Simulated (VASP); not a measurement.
Crystal: MgO.

```
CELL_PARAMETERS angstrom
3.52061 0.00000 0.00000
-1.76030 3.04894 0.00000
0.00000 0.00000 4.23811
ATOMIC_POSITIONS crystal
Mg 0.66667 0.33333 0.75000
Mg 0.33333 0.66667 0.25000
O 0.66667 0.33333 0.25000
O 0.33333 0.66667 0.75000
```

* Program: VASP 6.6.1
* Task: relaxation of cell and atoms
* Functional: PBEsol
* Potentials or basis: VASP PAW PBE potentials, release 64 (Mg, O)
* Cutoff: 600 eV
* k mesh: 12 × 12 × 6
* Occupations: fermi-dirac, width 0.02 eV
* Spin: no spin polarisation

At the start: pressure -3.7 GPa; volume 11.37 Å³/atom.

Task: How do energy, volume and symmetry change on relaxing?

Result: Over 7 steps the energy falls by 4.0 meV/atom and the volume is 11.04 Å³/atom (-3.0 %); space group P6_3/mmc (No. 194, to 0.1 Å) before and after.

Step by step:
```tsv
step	energy change (eV)	largest force (eV/Å)	pressure (GPa)	volume (Å³)
1	0.0000	0.0000	-3.73	45.49
2	-0.0147	0.0000	1.19	43.77
3	-0.0161	0.0000	0.01	44.15
4	-0.0161	0.0000	-0.07	44.18
5	-0.0161	0.0000	-0.07	44.18
6	-0.0161	0.0000	-0.07	44.18
7	-0.0161	0.0000	0.03	44.15
```

Final structure:
```
CELL_PARAMETERS angstrom
3.48929 0.00000 0.00000
-1.74465 3.02182 0.00000
0.00000 0.00000 4.18714
ATOMIC_POSITIONS crystal
Mg 0.66667 0.33333 0.75000
Mg 0.33333 0.66667 0.25000
O 0.66667 0.33333 0.25000
O 0.33333 0.66667 0.75000
```

Caveat: the PAW data sets were made with another functional, which shifts forces and pressure a little.
